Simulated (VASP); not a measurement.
Write the native input for VASP 6.6.1 that does the following.

- Task: single point
- Functional: revPBE
- Potentials or basis: VASP PAW PBE potentials, release 64 (Ag)
- Cutoff: 520 eV
- k mesh: 21 × 21 × 21
- Occupations: fermi-dirac, width 0.1 eV
- Spin: no spin polarisation
- Dipole correction: no
- Further INCAR settings: ALGO = Normal; EDIFF = 1e-06; NBANDS = 12

The structure of Ag lies in POSCAR:

```
Ag
1.0
    0.0000000000      2.1510790360      2.1510790360
    2.1510790360      0.0000000000      2.1510790360
    2.1510790360      2.1510790360      0.0000000000
Ag
1
Direct
    0.0000000000      0.0000000000      0.0000000000
```

This cell differs from its parent crystal: volume scaled by 1.08.

One way to write it, as run:

INCAR

```
PREC     = Accurate       # precision mode
ENCUT    = 520            # plane-wave cutoff, eV
EDIFF    = 1E-6           # SCF threshold, eV
ISMEAR   = -1             # smearing method
SIGMA    = 0.1            # smearing width, eV
LREAL    = F              # projectors in reciprocal space
LASPH    = T              # aspherical terms in the spheres
NELM     = 60             # most SCF steps
ALGO     = Normal         # electronic algorithm
ISIF     = 2              # what is computed and relaxed
LWAVE    = F              # write WAVECAR
LCHARG   = T              # write CHGCAR
GGA      = RE             # functional
LELF     = T              # ELF
LVHAR    = T            
NBANDS   = 12             # bands
```

KPOINTS

```
regular mesh
0
Gamma
  21 21 21
```

Potentials or basis: VASP PAW PBE potentials, release 64 (Ag).

The run is started by

```sh
$ cat potpaw_PBE.64/Ag/POTCAR > POTCAR
$ mpirun -np 1 vasp_std > vasp.out
```

It gave:

| Property | Result |
| --- | --- |
| Pressure | -4.8 GPa |

Caveat: the PAW data sets were made with another functional, which shifts forces and pressure a little.

Run time: 58 s on 1 thread of Intel Xeon 6975P-C, with other jobs on the host, peak memory 0.19 GiB.
